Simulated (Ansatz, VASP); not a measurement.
# Two plane-wave programs on Ge

```
Ge
1.0
     0.00000    0.00000   -2.64273
     2.76521    0.00000    0.00000
     0.00000   -5.03900    0.00000
Ge
2
Direct
  0.00000 0.64465 0.00000
  0.00000 0.85535 0.50000
```

Change from the starting cell: mode 1 (-8.0 1/cm) frozen in, largest displacement -0.400 Å.

Alike in both runs: task single point; functional PBEsol; k mesh 22 × 22 × 12; occupations gaussian, width 0.15 eV; no spin polarisation.

|  | VASP | Ansatz |
| --- | --- | --- |
| version | VASP 6.6.1 | Ansatz 0.2.0 |
| potentials or method | VASP PAW PBE potentials, release 64 (Ge_d), cutoff 520 eV | scalar-relativistic, plane waves, PAW |
| valence electrons in the cell | 28 | 28 |

Ansatz gave:

| Quantity | Value |
| --- | --- |
| gap on the k mesh at the Fermi level (eV) | none |
| pressure (GPa) | 2.1 |
| traceless stress, the component that is largest in VASP (GPa) | 4.39 |
| rms of the force components (eV/Å) | 0.079 |

Problem. Which values does VASP return?

Solution. gap on the k mesh at the Fermi level (eV): none; pressure (GPa): 2.1; traceless stress, the component that is largest in VASP (GPa): 4.38; rms of the force components (eV/Å): 0.078.

VASP's potentials were made for PBE, not for PBEsol. Atom by atom the forces differ by 0.000 eV/Å (rms over components). A gap of «none» marks a metal or a gap that the smearing closes.
